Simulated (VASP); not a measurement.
# AlN: relaxation of cell and atoms with RPBE

AlN:

```
Al N
1.0
     0.00000    2.03452    2.03452
     2.03452    0.00000    2.03452
     2.03452    2.03452    0.00000
Al N
1 1
Direct
  0.50000 0.50000 0.50000
  0.00000 0.00000 0.00000
```

| Item | Value |
| --- | --- |
| Program | VASP 6.6.1 |
| Task | relaxation of cell and atoms |
| Functional | RPBE |
| Potentials or basis | VASP PAW PBE potentials, release 64 (Al, N) |
| Cutoff | 600 eV |
| k mesh | 10 × 10 × 10 |
| Occupations | gaussian, width 0.02 eV |
| Spin | no spin polarisation |
| Dipole correction | no |
| Further INCAR settings | ALGO = Normal; EDIFF = 1e-07; IBRION = 2; EDIFFG = -0.002; NSW = 100; ISIF = 3 |

```json
{"Relaxed volume": "8.56 Å³/atom", "Relaxed cell": "a = 2.893 Å, b = 2.893 Å, c = 2.893 Å, α = 60.00°, β = 60.00°, γ = 60.00°", "Space group after relaxing (to 0.1 Å)": "Fm-3m (No. 225)", "Energy gained by relaxing": "1.7 meV/atom", "Ionic steps": "3", "Pressure after relaxing": "0.0 GPa", "Band gap on the k mesh": "4.38 eV (least direct gap 5.20 eV)"}
```

Step by step:
```csv
step,energy change (eV),largest force (eV/Å),pressure (GPa),volume (Å³)
1,0.0000,0.0000,4.05,16.84
2,-0.0007,0.0000,-3.40,17.37
3,-0.0034,0.0000,0.00,17.12
```

Final structure:
```yaml
crystal:
  lattice:
    - [0.00000, 2.04554, 2.04554]
    - [2.04554, 0.00000, 2.04554]
    - [2.04554, 2.04554, 0.00000]
  atoms:
    - { symbol: Al, position: [0.50000, 0.50000, 0.50000] }
    - { symbol: N, position: [0.00000, 0.00000, 0.00000] }
```

Levels at points of the mesh, in eV from the valence-band top:
```
           k point  band 2  band 3  band 4  band 5  band 6  band 7
(0.00, 0.00, 0.00)    0.00    0.00    0.00    5.20   12.06   12.06
(0.50, 0.00, 0.00)   -8.07   -1.02   -1.02    5.92   10.80   10.80
(0.50, 0.50, 0.00)   -7.15   -2.71   -2.71    4.38    5.36   13.70
```

Run time: 22 s on 1 thread of Intel Xeon 8259CL (shared host), peak memory 0.14 GiB.

Caveat: the PAW data sets were made with another functional, which shifts forces and pressure a little. A k mesh can miss the band edges.
